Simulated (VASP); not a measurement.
Write the native input for VASP 6.6.1 that does the following.

| Property | Result |
| --- | --- |
| Task | relaxation of cell and atoms |
| Functional | PBE |
| Potentials or basis | VASP PAW PBE potentials, release 64 (Nb_sv) |
| Cutoff | 500 eV |
| k mesh | 9 × 9 × 9 |
| Occupations | fermi-dirac, width 0.05 eV |
| Spin | no spin polarisation |
| Dipole correction | no |
| Further INCAR settings | ALGO = Normal; EDIFF = 1e-07; IBRION = 2; EDIFFG = -0.01; NSW = 80; ISIF = 3 |

The structure of Nb lies in POSCAR:

```
Nb
1.0
    0.0000000000      2.0950000000      2.0950000000
    2.0950000000      0.0000000000      2.0950000000
    2.0950000000      2.0950000000      0.0000000000
Nb
1
Direct
    0.0000000000      0.0000000000      0.0000000000
```

This isn't the form of Nb at room conditions, which is bcc.

One way to write it, as run:

INCAR

```
SYSTEM = Nb
PREC = Accurate
ENCUT = 500
EDIFF = 1E-7
ISMEAR = -1
SIGMA = 0.05
LREAL = .FALSE.
LASPH = .TRUE.
NELM = 120
ALGO = Normal
ISIF = 3
LWAVE = .FALSE.
LCHARG = .FALSE.
GGA = PE
IBRION = 2
NSW = 80
EDIFFG = -0.01
GGA_COMPAT = .FALSE.
NELMIN = 4
```

KPOINTS

```
Automatic mesh
0
G
  9 9 9
  0 0 0
```

Potentials or basis: VASP PAW PBE potentials, release 64 (Nb_sv).

Launch:

```sh
$ cat potpaw_PBE.64/Nb_sv/POTCAR > POTCAR
$ mpirun -np 1 vasp_std > vasp.out
```

It gave:

The relaxed volume is 18.85 Å³/atom and the relaxed cell is a = 2.987 Å, b = 2.987 Å, c = 2.987 Å, α = 60.00°, β = 60.00°, γ = 60.00°. The space group after relaxing (to 0.1 Å) is Fm-3m (No. 225), the energy gained by relaxing is 6.0 meV/atom and the ionic steps are 3. The pressure after relaxing is -0.1 GPa and the band gap on the k mesh is zero (an odd number of electrons rules out a gap without spin polarisation).

It took 16 s on 1 thread of Intel Xeon 8259CL, with other jobs on the host, peak memory 0.14 GiB.
